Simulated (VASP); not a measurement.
ZnC: single point with PBE

ZnC:

```
Zn C
1.0
     4.39680    0.00000    0.00000
     0.00000    4.39680    0.00000
     0.00000    0.00000    4.39680
Zn C
4 4
Direct
  0.25001 0.25001 0.25001
  0.24999 0.74999 0.75001
  0.75001 0.24999 0.74999
  0.74999 0.75001 0.24999
  0.74999 0.74999 0.74999
  0.75001 0.25001 0.24999
  0.24999 0.75001 0.25001
  0.25001 0.24999 0.75001
```

```json
{"Program": "VASP 6.6.1", "Task": "single point", "Functional": "PBE", "Potentials or basis": "VASP PAW PBE potentials, release 64 (Zn, C)", "Cutoff": "520 eV", "k mesh": "4 × 4 × 4", "Occupations": "gaussian, width 0.1 eV", "Spin": "no spin polarisation", "Dipole correction": "no", "Further INCAR settings": "ALGO = Normal; EDIFF = 1e-07; NBANDS = 42"}
```

```
Pressure               : 0.9 GPa
Band gap on the k mesh : zero (band 32 reaches 5.73 eV, above the bottom of band 33 at 2.41 eV)
```

Levels at points of the mesh, in eV from the Fermi level:
```csv
k point,band 30,band 31,band 32,band 33,band 34,band 35,band 36,band 37
"(0.00, 0.00, 0.00)",-1.31,-1.31,-1.31,-1.31,1.22,1.22,1.22,3.35
"(0.50, 0.00, 0.00)",-2.23,-0.53,-0.53,0.00,0.00,0.00,0.00,7.10
"(0.50, 0.50, 0.00)",-1.72,-1.72,-1.72,1.76,1.76,1.76,1.76,8.22
"(0.50, 0.50, 0.50)",2.01,2.01,2.01,2.01,2.01,2.01,2.01,7.14
```

Run time: 49 s on 1 thread of Intel Xeon 6975P-C (shared host), peak memory 0.21 GiB.
